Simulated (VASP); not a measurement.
# InSe5 (P6/mmm) in VASP: a series of runs, part 2 of 2

VASP 6.6.1.

## (4) Relaxation of cell and atoms, PBE

This run uses another cell than the first one, of 27.23 Å³/atom.

INCAR reads:

```
SYSTEM = InSe5
PREC = Accurate ; ENCUT = 600
EDIFF = 1E-6 ; ISMEAR = 0
SIGMA = 0.1 ; LREAL = .FALSE.
LASPH = .TRUE. ; NELM = 100
ALGO = Normal ; ISIF = 3
LWAVE = .FALSE. ; LCHARG = .FALSE.
GGA = PE ; IBRION = 2
NSW = 100 ; EDIFFG = -0.01
```

KPOINTS reads:

```
regular mesh
0
G
  6 6 10
  0 0 0
```

POSCAR reads:

```
InSe5
1.0
    7.1810013394      0.0000000000      0.0000000000
   -3.5905006697      6.2189295845      0.0000000000
    0.0000000000      0.0000000000      3.6590833505
In Se
1 5
Direct
    0.0000000000      0.0000000000      0.0000000000
    0.3333333333      0.6666666667      0.0000000000
    0.6666666667      0.3333333333      0.0000000000
    0.5000000000      0.0000000000      0.5000000000
    0.5000000000      0.5000000000      0.5000000000
    0.0000000000      0.5000000000      0.5000000000
```

Potentials or basis: VASP PAW PBE potentials, release 64 (In_d, Se).

The run is started by

```console
> cat potpaw_PBE.64/In_d/POTCAR potpaw_PBE.64/Se/POTCAR > POTCAR
> mpirun -np 1 vasp_std > vasp.out
```

OUTCAR:

```text
SYSTEM = InSe5
   PREC = Accurate
   ENCUT = 600
   EDIFF = 1E-6
   ISMEAR = 0
   LREAL = .FALSE.
   LASPH = .TRUE.
   NELM = 100
   ISIF = 3
   GGA = PE
   IBRION = 2
   NSW = 100
   EDIFFG = -0.01

 ion  position               nearest neighbor table
   1  0.000  0.000  0.000-
   2  0.333  0.667  0.000-   4 2.76   4 2.76   6 2.76   6 2.76   5 2.76   5 2.76
   3  0.667  0.333  0.000-   4 2.76   4 2.76   6 2.76   6 2.76   5 2.76   5 2.76
   4  0.500  0.000  0.500-   2 2.76   3 2.76   2 2.76   3 2.76
   5  0.500  0.500  0.500-   2 2.76   3 2.76   2 2.76   3 2.76
   6  0.000  0.500  0.500-   2 2.76   3 2.76   2 2.76   3 2.76

  LATTYP: Found a hexagonal cell.
 ALAT       =     7.1810013394
 C/A-ratio  =     0.5095505735

  Lattice vectors:

 A1 = (   7.1810013394,   0.0000000000,   0.0000000000)
 A2 = (  -3.5905006697,   6.2189295845,   0.0000000000)
 A3 = (   0.0000000000,   0.0000000000,   3.6590833505)

Analysis of symmetry for initial positions (statically):
=====================================================================
 Subroutine PRICEL returns:
 Original cell was already a primitive cell.

 Routine SETGRP: Setting up the symmetry group for a
 hexagonal supercell.

 Subroutine GETGRP returns: Found 24 space group operations
 (whereof 24 operations were pure point group operations)
 out of a pool of 24 trial point group operations.

The static configuration has the point symmetry D_6h.

Analysis of symmetry for dynamics (positions and initial velocities):
=====================================================================
 Subroutine PRICEL returns:
 Original cell was already a primitive cell.

 Routine SETGRP: Setting up the symmetry group for a
 hexagonal supercell.

 Subroutine GETGRP returns: Found 24 space group operations
 (whereof 24 operations were pure point group operations)
 out of a pool of 24 trial point group operations.

The dynamic configuration has the point symmetry D_6h.

 Subroutine INISYM returns: Found 24 space group operations
 (whereof 24 operations are pure point group operations),
 and found     1 'primitive' translations

----------------------------------------------------------------------------------------

                                     Primitive cell

  volume of cell :     163.4079

  direct lattice vectors                    reciprocal lattice vectors
     7.181001339  0.000000000  0.000000000     0.139256345  0.080399688  0.000000000
    -3.590500670  6.218929584  0.000000000     0.000000000  0.160799377  0.000000000
     0.000000000  0.000000000  3.659083350     0.000000000  0.000000000  0.273292490
[... 127 lines left out ...]
  volume of cell :      163.41
 maximum number of plane-waves:      5482
 NGX is ok and might be reduce to    60
   NGX = 29   NGY = 29   NGZ = 15

--------------------------------------- Ionic step        1  -------------------------------------------

 number of electron      42.9999999 magnetization

 Free energy of the ion-electron system (eV)
  ---------------------------------------------------
  ext. energy  EPLUGINS =         0.00000000
  ---------------------------------------------------
  free energy    TOTEN  =       -18.74431617 eV

  energy without entropy =      -18.72893167  energy(sigma->0) =      -18.73662392

------------------------ aborting loop because EDIFF is reached ----------------------------------------

  FORCE on cell =-STRESS in cart. coord.  units (eV):
  Direction    XX          YY          ZZ          XY          YZ          ZX
  --------------------------------------------------------------------------------------
  -------------------------------------------------------------------------------------
  Total       -0.1343007     -0.1343007     -0.1908960      0.0000000     -0.0000000      0.0000000
  in kB       -1.3167877     -1.3167877     -1.8716927      0.0000000     -0.0000000      0.0000000
  external PRESSURE =      -1.5017561 kB  Pullay stress =       0.0000000 kB

 VOLUME and BASIS-vectors are now :
 -----------------------------------------------------------------------------
  energy-cutoff  :      600.00
  volume of cell :      163.41
      direct lattice vectors                 reciprocal lattice vectors
     7.181001339  0.000000000  0.000000000     0.139256345  0.080399688  0.000000000
    -3.590500670  6.218929584  0.000000000     0.000000000  0.160799377  0.000000000
     0.000000000  0.000000000  3.659083350     0.000000000  0.000000000  0.273292490

 POSITION                                       TOTAL-FORCE (eV/Angst)
 -----------------------------------------------------------------------------------
      0.00000      0.00000      0.00000        -0.000000      0.000000      0.000000
     -0.00000      4.14595      0.00000         0.000000     -0.000000      0.000000
      3.59050      2.07298      0.00000        -0.000000      0.000000      0.000000
      3.59050      0.00000      1.82954        -0.000000      0.000000      0.000000
      1.79525      3.10946      1.82954        -0.000000      0.000000      0.000000
     -1.79525      3.10946      1.82954        -0.000000      0.000000      0.000000
 -----------------------------------------------------------------------------------
    total drift:                                0.000000      0.000000     -0.000000

  FREE ENERGIE OF THE ION-ELECTRON SYSTEM (eV)
  ---------------------------------------------------
  free  energy   TOTEN  =       -18.7443161714 eV

  energy  without entropy=      -18.7289316722  energy(sigma->0) =      -18.73662392

--------------------------------------- Ionic step        2  -------------------------------------------

 number of electron      42.9999999 magnetization

 Free energy of the ion-electron system (eV)
  ---------------------------------------------------
  ext. energy  EPLUGINS =         0.00000000
  ---------------------------------------------------
  free energy    TOTEN  =       -18.74457917 eV

  energy without entropy =      -18.72929028  energy(sigma->0) =      -18.73693472

 E-fermi :   3.8661     XC(G=0):  -9.1553

 val. band max:        3.8622470801   @ k =   0.3333   0.3333   0.3000
 cond. band min:       3.8914300739   @ k =   0.1667   0.1667   0.3000
 fundamental gap:      0.0291829938
 Fermi energy:         3.8661404631

 k-point     1 :       0.0000    0.0000    0.0000
  band No.  band energies     occupation
      1     -11.9417      2.00000
      2     -11.2077      2.00000
      3     -11.1322      2.00000
      4     -11.1322      2.00000
      5     -11.1019      2.00000
      6     -11.1019      2.00000
[... 661 lines left out ...]
     24       5.4551      0.00000
     25       5.6938      0.00000

 [... further k-points ...]

------------------------ aborting loop because EDIFF is reached ----------------------------------------

  FORCE on cell =-STRESS in cart. coord.  units (eV):
  Direction    XX          YY          ZZ          XY          YZ          ZX
  --------------------------------------------------------------------------------------
  -------------------------------------------------------------------------------------
  Total        0.0148966      0.0148966      0.0215378      0.0000000      0.0000000      0.0000000
  in kB        0.1465989      0.1465989      0.2119550      0.0000000      0.0000000      0.0000000
  external PRESSURE =       0.1683843 kB  Pullay stress =       0.0000000 kB

 VOLUME and BASIS-vectors are now :
 -----------------------------------------------------------------------------
  energy-cutoff  :      600.00
  volume of cell :      162.80
      direct lattice vectors                 reciprocal lattice vectors
     7.173247031  0.000000000  0.000000000     0.139406882  0.080486601  0.000000000
    -3.586623515  6.212214156  0.000000000     0.000000000  0.160973201  0.000000000
     0.000000000 -0.000000000  3.653467065     0.000000000 -0.000000000  0.273712608

 POSITION                                       TOTAL-FORCE (eV/Angst)
 -----------------------------------------------------------------------------------
      7.17325      0.00000      0.00000         0.000000      0.000000      0.000000
     -0.00000      4.14148      0.00000         0.000000      0.000000      0.000000
      3.58662      2.07074      0.00000        -0.000000     -0.000000     -0.000000
      3.58662     -0.00000      1.82673         0.000000     -0.000000      0.000000
      1.79331      3.10611      1.82673         0.000000     -0.000000      0.000000
      5.37994      3.10611      1.82673         0.000000     -0.000000      0.000000
 -----------------------------------------------------------------------------------
    total drift:                                0.000000      0.000000     -0.000000

  FREE ENERGIE OF THE ION-ELECTRON SYSTEM (eV)
  ---------------------------------------------------
  free  energy   TOTEN  =       -18.7445791651 eV

  energy  without entropy=      -18.7292902841  energy(sigma->0) =      -18.73693472

 reached required accuracy - stopping structural energy minimisation
```

Run time: 7.3 min. Hardware: 1 thread of Intel Xeon 8259CL, shared host; peak memory 0.45 GiB.

What came out:

```
Free energy                           : -18.7446 eV
Relaxed volume                        : 27.13 Å³/atom
Relaxed cell                          : a = 7.173 Å, b = 7.173 Å, c = 3.653 Å, α = 90.00°, β = 90.00°, γ = 120.00°
Space group after relaxing (to 0.1 Å) : P6/mmm (No. 191)
Energy gained by relaxing             : 0.0 meV/atom
Ionic steps                           : 2
Pressure after relaxing               : 0.0 GPa
Band gap on the k mesh                : zero (an odd number of electrons rules out a gap without spin polarisation)
```

Step by step:
```
step  energy change (eV)  largest force (eV/Å)  pressure (GPa)  volume (Å³)
   1              0.0000                0.0000           -0.15       163.41
   2             -0.0003                0.0000            0.02       162.80
```

Final structure:
```
In Se
1.0
     7.17325    0.00000    0.00000
    -3.58662    6.21221    0.00000
     0.00000    0.00000    3.65347
In Se
1 5
Direct
  0.00000 0.00000 0.00000
  0.33333 0.66667 0.00000
  0.66667 0.33333 0.00000
  0.50000 0.00000 0.50000
  0.50000 0.50000 0.50000
  0.00000 0.50000 0.50000
```

Caveat: spin-orbit coupling is left out, which moves the levels of the heavy elements.

## (5) Summary

```tsv
task	cell	k mesh	cutoff (eV)	gap on the mesh (eV)	pressure (GPa)	relaxed volume (Å³/atom)
single point	a = 7.174, b = 7.174, c = 3.651 Å, angles 90.0, 90.0, 120.0°, 6 atoms	6 × 6 × 10	520	none	0.0	-
relaxation of cell and atoms	relaxed from a = 7.255, b = 7.255, c = 3.578 Å, angles 90.0, 90.0, 120.0°, 6 atoms	3 × 3 × 6	600	none	0.1	27.00
relaxation of cell and atoms	relaxed from a = 7.181, b = 7.181, c = 3.659 Å, angles 90.0, 90.0, 120.0°, 6 atoms	6 × 6 × 10	600	none	0.0	27.13
```

Alike in all rows: level PBE; potentials or basis VASP PAW PBE potentials, release 64 (In_d, Se); no spin polarisation; smearing gaussian 0.1 eV.

Caveats: spin-orbit coupling is left out, which moves the levels of the heavy elements.

Total energies depend on the potentials used, so only differences within one code and one set of settings carry meaning.
